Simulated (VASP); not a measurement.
A run of VASP 6.6.1 is set up as follows.

Contents of INCAR:

```
SYSTEM = NaCaSe6
PREC     = Accurate       ! precision mode
ENCUT    = 520            ! plane-wave cutoff, eV
EDIFF    = 1E-6           ! SCF threshold, eV
ISMEAR   = 0              ! smearing method
SIGMA    = 0.1            ! smearing width, eV
LREAL    = .False.        ! projectors in reciprocal space
LASPH    = .True.         ! aspherical terms in the spheres
NELM     = 100            ! most SCF steps
ALGO     = Normal         ! electronic algorithm
ISIF     = 2              ! what is computed and relaxed
LWAVE    = .False.        ! write WAVECAR
LCHARG   = .False.        ! write CHGCAR
GGA      = PE             ! functional
NBANDS   = 36             ! bands
```

KPOINTS

```
regular mesh
0
Gamma
  6 6 6
  0 0 0
```

POSCAR

```
NaCaSe6
1.0
    0.0000000000      5.3934418393      5.3934418393
    5.3934418393      0.0000000000      5.3934418393
    5.3934418393      5.3934418393      0.0000000000
Na Ca Se
1 1 6
Direct
    0.0000000000      0.0000000000      0.0000000000
    0.5000000000      0.5000000000      0.5000000000
    0.7544426671      0.2455573329      0.2455573329
    0.2455573329      0.7544426671      0.2455573329
    0.2455573329      0.2455573329      0.7544426671
    0.2455573329      0.7544426671      0.7544426671
    0.7544426671      0.2455573329      0.7544426671
    0.7544426671      0.7544426671      0.2455573329
```

Potentials or basis: VASP PAW PBE potentials, release 64 (Na_pv, Ca_sv, Se).

The run is started by

```console
$ cat potpaw_PBE.64/Na_pv/POTCAR potpaw_PBE.64/Ca_sv/POTCAR potpaw_PBE.64/Se/POTCAR > POTCAR
$ mpirun -np 1 vasp_std > vasp.out
```

Task: Estimate the largest force.

Result: 0.004 eV/Å.

Task: Estimate the pressure.

Result: 0.0 GPa.

Forces on the atoms (eV/Å):
```
Na   0.000  0.000  0.000
Ca   0.000  0.000  0.000
Se  -0.004  0.000  0.000
Se   0.000 -0.004  0.000
Se   0.000  0.000 -0.004
Se   0.004  0.000  0.000
Se   0.000  0.004  0.000
Se   0.000  0.000  0.004
```
